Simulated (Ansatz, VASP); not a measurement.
Two plane-wave programs on K2FeO3

Contents of INCAR:

```
  PREC = Accurate
  ENCUT = 520
  EDIFF = 1E-6
  ISMEAR = 0
  SIGMA = 0.1
  LREAL = F
  LASPH = T
  NELM = 150
  ALGO = Normal
  ISIF = 2
  LWAVE = F
  LCHARG = F
  ISPIN = 2
  MAGMOM = 0 0 4 0 0 0
  LORBIT = 11
  LMAXMIX = 4
  GGA = PE
  NBANDS = 35
```

KPOINTS

```
Automatic mesh
0
Gamma
  6 6 4
```

POSCAR

```
K2FeO3
1.0
    5.6064990300      0.0000000000      0.0000000000
   -2.8032495200      4.8553705900      0.0000000000
    0.0000000000      0.0000000000      4.1171710500
K Fe O
2 1 3
Direct
    0.6666666700      0.3333333300      0.0000000000
    0.3333333300      0.6666666700      0.0000000000
    0.0000000000      0.0000000000      0.0000000000
    0.0000000000      0.5000000000      0.5000000000
    0.5000000000      0.0000000000      0.5000000000
    0.5000000000      0.5000000000      0.5000000000
```

Input for Ansatz:

```yaml
crystal:
  lattice:
    - [5.60649903, 0.0, 0.0]
    - [-2.80324952, 4.85537059, 0.0]
    - [0.0, 0.0, 4.11717105]
  atoms:
    - { symbol: K, position: [0.66666667, 0.33333333, 0.0] }
    - { symbol: K, position: [0.33333333, 0.66666667, 0.0] }
    - { symbol: Fe, position: [0.0, 0.0, 0.0], spin: 4.0 }
    - { symbol: O, position: [0.0, 0.5, 0.5] }
    - { symbol: O, position: [0.5, 0.0, 0.5] }
    - { symbol: O, position: [0.5, 0.5, 0.5] }
basis:
  ecutwfc: 420
kpoints:
  mp_grid: { grid: [6, 6, 4] }
hamiltonian:
  xc: pbe
scf:
  occupations: { method: gaussian, width: 0.1 }
  lower_state_search: "off"
output:
  forces: true
  stress: true
  eigenvalues: true
  populations: true
magnetization:
  spin_polarized: true
```

Change from the starting cell: species swapped into the LaAl2Ag3 type (P6/mmm, No. 191).

Alike in both runs: task single point; functional PBE; k mesh 6 × 6 × 4; occupations gaussian, width 0.1 eV; collinear spin.

|  | VASP | Ansatz |
| --- | --- | --- |
| version | VASP 6.6.1 | Ansatz 0.2.0 |
| potentials or method | VASP PAW PBE potentials, release 64 (K_sv, Fe, O), cutoff 520 eV | scalar-relativistic, plane waves, PAW |
| valence electrons in the cell | 44 | 52 |

Ansatz gave:

```
gap on the k mesh at the Fermi level (eV)                     : none
pressure (GPa)                                                : 1.0
traceless stress, the component that is largest in VASP (GPa) : -6.09
net moment per atom (μB)                                      : 0.13
size of the moment on the site where the two differ most (μB) : 3.52
```

Q: Estimate VASP's values.

A: gap on the k mesh at the Fermi level (eV): none; pressure (GPa): 1.2; traceless stress, the component that is largest in VASP (GPa): -5.89; net moment per atom (μB): 0.12; size of the moment on the site where the two differ most (μB): 3.35.

Site moments also hang on the region over which each program counts them. A gap of «none» marks a metal or a gap that the smearing closes. VASP's potentials hold 44 valence electrons a cell and Ansatz's 52, so a difference there can come from the potentials and not from the codes.

The k mesh is coarse, so the values compare programs but aren't converged.
